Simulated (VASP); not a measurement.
# Ti in VASP: notebook, part 2 of 2

VASP 6.6.1.

### 4 Relaxation of cell and atoms, RPBE (17.53 Å³/atom)

This run uses another cell than the first one, of 17.53 Å³/atom.

Contents of POSCAR:

```
Ti
1.0
    4.6125993047      0.0000000000      0.0000000000
   -2.3062996524      3.9946281754      0.0000000000
    0.0000000000      0.0000000000      2.8542287065
Ti
3
Direct
    0.6666666667      0.3333333333      0.5000000000
    0.3333333333      0.6666666667      0.5000000000
    0.0000000000      0.0000000000      0.0000000000
```

Contents of INCAR.step1:

```
SYSTEM = Ti
  ALGO = Normal
  EDIFF = 1E-7
  EDIFFG = -0.002
  ENCUT = 720
  GGA = RP
  GGA_COMPAT = .False.
  IBRION = 2
  ISIF = 3
  ISMEAR = -1
  KPAR = 8
  LASPH = .True.
  LCHARG = .False.
  LREAL = .False.
  LWAVE = .False.
  NELM = 120
  NELMIN = 4
  NSW = 80
  POTIM = 0.5
  PREC = Accurate
  SIGMA = 0.02
```

Contents of INCAR.step4:

```
SYSTEM = Ti
  ALGO = Normal
  EDIFF = 1E-7
  ENCUT = 720
  GGA = RP
  GGA_COMPAT = .False.
  ISIF = 2
  ISMEAR = -1
  KPAR = 8
  LASPH = .True.
  LCHARG = .False.
  LREAL = .False.
  LWAVE = .False.
  NELM = 120
  PREC = Accurate
  SIGMA = 0.02
```

Contents of KPOINTS:

```
Automatic mesh
0
Gamma
  9 9 13
  0 0 0
```

Potentials or basis: VASP PAW PBE potentials, release 64 (Ti_sv).

Started as:

```bash
> cat potpaw_PBE.64/Ti_sv/POTCAR > POTCAR
> cp INCAR.step1 INCAR
> cp POSCAR.step1 POSCAR
> mpirun -np 8 vasp_std > vasp.out
> cp CONTCAR POSCAR
> mpirun -np 8 vasp_std > vasp.out
> cp CONTCAR POSCAR
> mpirun -np 8 vasp_std > vasp.out
> cp CONTCAR POSCAR
> cp INCAR.step4 INCAR
> mpirun -np 8 vasp_std > vasp.out
```

OUTCAR:

```text
SYSTEM = Ti
   EDIFF = 1E-7
   ENCUT = 720
   GGA = RP
   ISIF = 2
   ISMEAR = -1
   LASPH = .True.
   LREAL = .False.
   NELM = 120
   PREC = Accurate

 ion  position               nearest neighbor table
   1  0.667  0.333  0.500-   2 2.67   2 2.67   2 2.67
   2  0.333  0.667  0.500-   1 2.67   1 2.67   1 2.67
   3  0.000  0.000  0.000-

  LATTYP: Found a hexagonal cell.
 ALAT       =     4.6247048380
 C/A-ratio  =     0.6170089522

  Lattice vectors:

 A1 = (   4.6247048380,  -0.0000000000,   0.0000000000)
 A2 = (  -2.3123524190,   4.0051118748,   0.0000000000)
 A3 = (   0.0000000000,   0.0000000000,   2.8534842863)

Analysis of symmetry for initial positions (statically):
=====================================================================
 Subroutine PRICEL returns:
 Original cell was already a primitive cell.

 Routine SETGRP: Setting up the symmetry group for a
 hexagonal supercell.

 Subroutine GETGRP returns: Found 24 space group operations
 (whereof 24 operations were pure point group operations)
 out of a pool of 24 trial point group operations.

The static configuration has the point symmetry D_6h.

Analysis of symmetry for dynamics (positions and initial velocities):
=====================================================================
 Subroutine PRICEL returns:
 Original cell was already a primitive cell.

 Routine SETGRP: Setting up the symmetry group for a
 hexagonal supercell.

 Subroutine GETGRP returns: Found 24 space group operations
 (whereof 24 operations were pure point group operations)
 out of a pool of 24 trial point group operations.

The dynamic configuration has the point symmetry D_6h.

 Subroutine INISYM returns: Found 24 space group operations
 (whereof 24 operations are pure point group operations),
 and found     1 'primitive' translations

----------------------------------------------------------------------------------------

                                     Primitive cell

  volume of cell :      52.8535

  direct lattice vectors                    reciprocal lattice vectors
     4.624704838 -0.000000000  0.000000000     0.216230016  0.124840458  0.000000000
    -2.312352419  4.005111875  0.000000000     0.000000000  0.249680916  0.000000000
     0.000000000  0.000000000  2.853484286     0.000000000  0.000000000  0.350448750

  length of vectors
     4.624704838  4.624704838  2.853484286     0.249680916  0.249680916  0.350448750

  position of ions in fractional coordinates (direct lattice)
     0.666666667  0.333333333  0.500000000
     0.333333333  0.666666667  0.500000000
     0.000000000  0.000000000  0.000000000

  ion indices of the primitive-cell ions
   primitive index   ion index
                 1           1
                 2           2
                 3           3

----------------------------------------------------------------------------------------

 KPOINTS: Automatic mesh

Automatic generation of k-mesh.
 Grid dimensions read from file:
 generate k-points for:    9    9   13

 Generating k-lattice:

  Cartesian coordinates                     Fractional coordinates (reciprocal lattice)
     0.024025557  0.013871162  0.000000000     0.111111111  0.000000000  0.000000000
     0.000000000  0.027742324  0.000000000     0.000000000  0.111111111  0.000000000
     0.000000000  0.000000000  0.026957596     0.000000000  0.000000000  0.076923077

  Length of vectors
     0.027742324  0.027742324  0.026957596

  Shift w.r.t. Gamma in fractional coordinates (k-lattice)
     0.000000000  0.000000000  0.000000000

 Subroutine IBZKPT returns following result:
 ===========================================

 Found     84 irreducible k-points:

 Following reciprocal coordinates:
            Coordinates               Weight
  0.000000  0.000000  0.000000      1.000000
  0.111111  0.000000  0.000000      6.000000
  0.222222  0.000000  0.000000      6.000000
  0.333333  0.000000  0.000000      6.000000
  0.444444  0.000000  0.000000      6.000000
  0.111111  0.111111  0.000000      6.000000
[... 16 lines left out ...]
  0.333333  0.222222  0.076923     24.000000
  0.333333  0.333333  0.076923      4.000000
 [... further k-points ...]
   k-points           NKPTS =     84   k-points in BZ     NKDIM =     84   number of bands    NBANDS=     22
   number of dos      NEDOS =    301   number of ions     NIONS =      3
   total plane-waves  NPLWV =  44800
   dimension x,y,z NGX =    40 NGY =   40 NGZ =   28
   dimension x,y,z NGXF=    80 NGYF=   80 NGZF=   56
   ions per type =               3
   NGX,Y,Z   is equivalent  to a cutoff of  14.38, 14.38, 16.31 a.u.
   NGXF,Y,Z  is equivalent  to a cutoff of  28.76, 28.76, 32.63 a.u.
 SYSTEM =  Ti
   PREC   = accura    normal or accurate (medium, high low for compatibility)
   ISTART =      0    job   : 0-new  1-cont  2-samecut
   ICHARG =      2    charge: 1-file 2-atom 10-const
   ISPIN  =      1    spin polarized calculation?
   LNONCOLLINEAR =      F non collinear calculations
   LSORBIT =      F    spin-orbit coupling
   LASPH  =      T    aspherical Exc in radial PAW
   ENCUT  =  720.0 eV  52.92 Ry    7.27 a.u.  10.12 10.12  6.24*2*pi/ulx,y,z
   NELM   =    120;   NELMIN=  2; NELMDL=  0     # of ELM steps
   EDIFF  = 0.1E-06   stopping-criterion for ELM
   LREAL  =      F    real-space projection
   EDIFFG = 0.1E-05   stopping-criterion for IOM
   NSW    =      0    number of steps for IOM
   IBRION =     -1    ionic relax: 0-MD 1-quasi-New 2-CG
   NFREE  =      0    steps in history (QN), initial steepest desc. (CG)
   ISIF   =      2    stress and relaxation
   ISYM   =      2    0-nonsym 1-usesym 2-fastsym
   POTIM  = 0.5000    time-step for ionic-motion
   TEBEG  =    0.0;   TEEND  =   0.0 temperature during run

   SCALEE = 1.0000    scale energy and forces
   PSTRESS=    0.0 pullay stress
   NELECT =      36.0000    total number of electrons
   NUPDOWN=      -1.0000    fix difference up-down
   EMIN   =  10.00;   EMAX   =-10.00  energy-range for DOS
   EFERMI =   0.00;   METHOD = LEGACY
   ISMEAR =    -1;   SIGMA  =   0.02  broadening in eV -4-tet -1-fermi 0-gaus
   EFERMI_NEDOS =   21; number of points for ismear=-14 and -15
   IALGO  =     38    algorithm
   IMIX   =      4    mixing-type and parameters
     AMIX     =   0.40;   BMIX     =  1.00
     AMIX_MAG =   1.60;   BMIX_MAG =  1.00
  volume/ion in A,a.u.               =      17.62       118.89
  Fermi-wavevector in a.u.,A,eV,Ry     =   1.440404  2.721969 28.228868  2.074763
  Thomas-Fermi vector in A             =   2.559152
   LORBIT       =      0    0 simple, 1 ext, 2 COOP (PROOUT), +10 PAW based schemes
   GGA     = RP    functional components
   LHFCALC =     F    Hartree Fock is set to
   AEXX    =    0.0000 exact exchange contribution
   IVDW    =     0    specifies the selected vdW correction
   LEPSILON=     F    determine dielectric tensor
   LRPA    =     F    only Hartree local field effects (RPA)

   CSHIFT  =0.1000    complex shift for real part using Kramers Kronig

   OMEGAMAX=  -1.0    maximum frequency
 non-spin polarized calculation
  energy-cutoff  :      720.00
  volume of cell :       52.85
 maximum number of plane-waves:      2346
   NGX = 21   NGY = 21   NGZ = 13

 number of electron      36.0000003 magnetization

 Free energy of the ion-electron system (eV)
  ---------------------------------------------------
  ext. energy  EPLUGINS =         0.00000000
  ---------------------------------------------------
  free energy    TOTEN  =       -22.32019409 eV

  energy without entropy =      -22.31709117  energy(sigma->0) =      -22.31864263

 E-fermi :   8.1815     XC(G=0): -11.3226

 val. band max:        8.1784842169   @ k =   0.3333   0.1111   0.0000
 cond. band min:       8.1970782891   @ k =   0.3333   0.3333   0.3077
 fundamental gap:      0.0185940721
 Fermi energy:         8.1815414463

 k-point     1 :       0.0000    0.0000    0.0000
  band No.  band energies     occupation
      1     -48.9121      2.00000
      2     -48.6411      2.00000
      3     -48.4950      2.00000
      4     -25.1424      2.00000
      5     -25.1424      2.00000
      6     -25.0055      2.00000
[... 14 lines left out ...]
     21       9.4480      0.00000
     22       9.4480      0.00000
[... 552 lines left out ...]
  band No.  band energies     occupation
      1     -48.8992      2.00000
      2     -48.5710      2.00000
      3     -48.5710      2.00000
      4     -25.1555      2.00000
      5     -25.1555      2.00000
      6     -25.0744      2.00000
[... 14 lines left out ...]
     21       8.4549      0.00000
     22       9.5926      0.00000

 [... further k-points ...]

------------------------ aborting loop because EDIFF is reached ----------------------------------------

  FORCE on cell =-STRESS in cart. coord.  units (eV):
  Direction    XX          YY          ZZ          XY          YZ          ZX
  --------------------------------------------------------------------------------------
  -------------------------------------------------------------------------------------
  Total       -0.0005422     -0.0005422      0.0013640      0.0000000      0.0000000     -0.0000000
  in kB       -0.0164354     -0.0164354      0.0413486      0.0000000      0.0000000     -0.0000000
  external PRESSURE =       0.0028259 kB  Pullay stress =       0.0000000 kB

 VOLUME and BASIS-vectors are now :
 -----------------------------------------------------------------------------
  energy-cutoff  :      720.00
  volume of cell :       52.85
      direct lattice vectors                 reciprocal lattice vectors
     4.624704838 -0.000000000  0.000000000     0.216230016  0.124840458  0.000000000
    -2.312352419  4.005111875  0.000000000     0.000000000  0.249680916  0.000000000
     0.000000000  0.000000000  2.853484286     0.000000000  0.000000000  0.350448750

 POSITION                                       TOTAL-FORCE (eV/Angst)
 -----------------------------------------------------------------------------------
      2.31235      1.33504      1.42674        -0.000000      0.000000      0.000000
     -0.00000      2.67007      1.42674         0.000000     -0.000000     -0.000000
      0.00000      0.00000      0.00000         0.000000      0.000000     -0.000000
 -----------------------------------------------------------------------------------
    total drift:                                0.000000      0.000000      0.000000

  FREE ENERGIE OF THE ION-ELECTRON SYSTEM (eV)
  ---------------------------------------------------
  free  energy   TOTEN  =       -22.3201940938 eV

  energy  without entropy=      -22.3170911708  energy(sigma->0) =      -22.31864263
```

It took 3.1 min on 8 MPI ranks of Intel Xeon Platinum 8259CL at 2.50GHz (Skylake/Cascade Lake), shared host; peak memory 0.33 GiB.

What came out:

```
Free energy                           : -22.3202 eV
Relaxed volume                        : 17.62 Å³/atom
Relaxed cell                          : a = 4.625 Å, b = 4.625 Å, c = 2.853 Å, α = 90.00°, β = 90.00°, γ = 120.00°
Space group after relaxing (to 0.1 Å) : P6/mmm (No. 191)
Energy gained by relaxing             : 0.2 meV/atom
Ionic steps                           : 7
Pressure after relaxing               : 0.0 GPa
Band gap on the k mesh                : zero (bands 18 and 19 overlap by 0.26 eV)
```

Step by step:
```csv
step,energy change (eV),largest force (eV/Å),pressure (GPa),volume (Å³)
1,0.0000,0.0000,0.52,52.59
2,-0.0004,0.0000,-0.35,53.02
3,-0.0005,0.0000,-0.04,52.87
4,-0.0005,0.0000,-0.05,52.87
5,-0.0006,0.0000,-0.01,52.85
6,-0.0006,0.0000,0.00,52.85
7,-0.0006,0.0000,0.00,52.85
```

Final structure:
```
Ti
1.0
     4.62470    0.00000    0.00000
    -2.31235    4.00511    0.00000
     0.00000    0.00000    2.85348
Ti
3
Direct
  0.66667 0.33333 0.50000
  0.33333 0.66667 0.50000
  0.00000 0.00000 0.00000
```

Caveat: the PAW data sets were made with another functional, which shifts forces and pressure a little.

### 5 Relaxation of cell and atoms, revPBE+D4

Contents of INCAR:

```
ALGO = Normal
EDIFF = 1E-6
EDIFFG = -0.01
ENCUT = 600
GGA = RE
IBRION = 2
ISIF = 3
ISMEAR = -1
IVDW = 13
LASPH = True
LCHARG = False
LREAL = False
LWAVE = False
NELM = 80
NSW = 60
PREC = Accurate
SIGMA = 0.05
```

Contents of KPOINTS:

```
k-points
0
Gamma
  7 7 9
```

Contents of POSCAR:

```
Ti
1.0
    4.5673748306      0.0000000000      0.0000000000
   -2.2836874153      3.9554626319      0.0000000000
    0.0000000000      0.0000000000      2.8262442700
Ti
3
Direct
    0.6666666667      0.3333333333      0.5000000000
    0.3333333333      0.6666666667      0.5000000000
    0.0000000000      0.0000000000      0.0000000000
```

Started as:

```bash
> cat potpaw_PBE.64/Ti_sv/POTCAR > POTCAR
> mpirun -np 1 vasp_std > vasp.out
```

Wall time 35 s (1 thread of Intel Xeon 6975P-C (Granite Rapids), shared host); peak memory 0.2 GiB.

It converged, with:

```
Free energy                           : -23.4999 eV
Relaxed volume                        : 17.00 Å³/atom
Relaxed cell                          : a = 4.568 Å, b = 4.568 Å, c = 2.823 Å, α = 90.00°, β = 90.00°, γ = 120.00°
Space group after relaxing (to 0.1 Å) : P6/mmm (No. 191)
Energy gained by relaxing             : 0.0 meV/atom
Ionic steps                           : 2
Pressure after relaxing               : 0.0 GPa
Band gap on the k mesh                : zero (bands 18 and 19 overlap by 0.26 eV)
Dispersion energy per atom            : -0.314 eV
```

Final structure:
```
Ti
1.0
     4.56786    0.00000    0.00000
    -2.28393    3.95588    0.00000
     0.00000    0.00000    2.82303
Ti
3
Cartesian
  2.2839 1.3186 1.4115
  0.0000 2.6373 1.4115
  0.0000 0.0000 2.8230
```

Levels at points of the mesh, in eV from the Fermi level:
```csv
k point,band 16,band 17,band 18,band 19,band 20,band 21
"(0.00, 0.00, 0.00)",-0.71,-0.62,-0.62,-0.02,0.69,1.31
```

Caveat: the PAW data sets were made with another functional, which shifts forces and pressure a little.

### 6 Overview

```tsv
task	level	cell	k mesh	cutoff (eV)	smearing	dipole correction	tolerance level	purpose	passes	gap on the mesh (eV)	pressure (GPa)	relaxed volume (Å³/atom)
relaxation of the atoms	PBEsol	atoms relaxed from a = 4.568, b = 4.528, c = 2.826 Å, angles 90.0, 90.0, 119.1°, 3 atoms	6 × 6 × 8	520	fermi-dirac 0.05 eV	no	-	-	-	none	-3.8	-
relaxation of cell and atoms	RPBE	relaxed from a = 4.613, b = 4.613, c = 2.854 Å, angles 90.0, 90.0, 120.0°, 3 atoms	8 × 8 × 11	410	fermi-dirac 0.03 eV	-	screening	cell	2	none	0.0	17.51
relaxation of cell and atoms	RPBE	relaxed from a = 4.613, b = 4.613, c = 2.854 Å, angles 90.0, 90.0, 120.0°, 3 atoms	9 × 9 × 13	720	fermi-dirac 0.02 eV	-	screening	cell	3	none	0.0	17.62
relaxation of cell and atoms	revPBE+D4	relaxed from a = 4.567, b = 4.567, c = 2.826 Å, angles 90.0, 90.0, 120.0°, 3 atoms	7 × 7 × 9	600	fermi-dirac 0.05 eV	no	-	-	-	none	0.0	17.00
```

Alike in all rows: potentials or basis VASP PAW PBE potentials, release 64 (Ti_sv); no spin polarisation.

Caveats: the PAW data sets were made with another functional, which shifts forces and pressure a little.

Total energies depend on the potentials used, so only differences within one code and one set of settings carry meaning.
